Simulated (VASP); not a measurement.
A run of VASP 6.6.1 is set up as follows.

The input INCAR:

```
SYSTEM = BN
PREC = Accurate
ENCUT = 600
EDIFF = 1E-7
ISMEAR = 0
SIGMA = 0.02
LREAL = .False.
LASPH = .True.
NELM = 120
ALGO = Normal
ISIF = 3
LWAVE = .False.
LCHARG = .False.
GGA = PE
IBRION = 2
NSW = 100
EDIFFG = -0.002
GGA_COMPAT = .False.
NELMIN = 4
```

KPOINTS

```
regular mesh
0
Gamma
  12 12 12
  0 0 0
```

Contents of POSCAR:

```
BN
1.0
    0.0000000000      1.8075000000      1.8075000000
    1.8075000000      0.0000000000      1.8075000000
    1.8075000000      1.8075000000      0.0000000000
B N
1 1
Direct
    0.0000000000      0.0000000000      0.0000000000
    0.7500000000      0.7500000000      0.7500000000
```

Potentials or basis: VASP PAW PBE potentials, release 64 (B, N).

Launch:

```bash
$ cat potpaw_PBE.64/B/POTCAR potpaw_PBE.64/N/POTCAR > POTCAR
$ mpirun -np 1 vasp_std > vasp.out
```

(1) What does it give for the space group after relaxing (to 0.05 Å)?

(2) What does it give for the band gap on the k mesh?

(3) Predict the relaxed cell.

Answers

(1) F-43m (No. 216).

(2) 4.45 eV, indirect (least direct gap 8.78 eV).

(3) a = 2.563 Å, b = 2.563 Å, c = 2.563 Å, α = 60.00°, β = 60.00°, γ = 60.00°.
